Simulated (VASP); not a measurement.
Here is a VASP 6.6.1 calculation.

Contents of INCAR:

```
SYSTEM = Be2ZnSe3
PREC     = Accurate       ! precision mode
ENCUT    = 520            ! plane-wave cutoff, eV
EDIFF    = 1E-6           ! SCF threshold, eV
ISMEAR   = 0              ! smearing method
SIGMA    = 0.1            ! smearing width, eV
LREAL    = .False.        ! projectors in reciprocal space
LASPH    = .True.         ! aspherical terms in the spheres
NELM     = 80             ! most SCF steps
ALGO     = Normal         ! electronic algorithm
ISIF     = 2              ! what is computed and relaxed
LWAVE    = .False.        ! write WAVECAR
LCHARG   = .False.        ! write CHGCAR
GGA      = PE             ! functional
NBANDS   = 26             ! bands
```

The input KPOINTS:

```
regular mesh
0
Gamma
  3 3 6
  0 0 0
```

Contents of POSCAR:

```
Be2ZnSe3
1.0
    7.0155274071      0.0000000000      0.0000000000
   -3.5077637036      6.0756249555      0.0000000000
    0.0000000000      0.0000000000      3.1088287886
Be Zn Se
2 1 3
Direct
    0.6666666667      0.3333333333      0.7062567809
    0.3333333333      0.6666666667      0.7062567809
    0.0000000000      0.0000000000      0.9440438350
    0.0000000000      0.5000000000      0.9378125044
    0.5000000000      0.0000000000      0.9378125044
    0.5000000000      0.5000000000      0.9378125044
```

Potentials or basis: VASP PAW PBE potentials, release 64 (Be, Zn, Se).

Launch:

```console
$ cat potpaw_PBE.64/Be/POTCAR potpaw_PBE.64/Zn/POTCAR potpaw_PBE.64/Se/POTCAR > POTCAR
$ mpirun -np 1 vasp_std > vasp.out
```

Task: What does it give for the largest force?

Result: 0.042 eV/Å.

Task: Estimate the pressure.

Result: 0.1 GPa.

Task: Estimate the band gap on the k mesh.

Result: Zero (bands 17 and 18 overlap by 1.75 eV).

Forces on the atoms (eV/Å):
```
Be   0.000  0.000 -0.042
Be   0.000  0.000 -0.042
Zn   0.000  0.000  0.002
Se   0.000  0.000  0.027
Se   0.000  0.000  0.027
Se   0.000  0.000  0.027
```
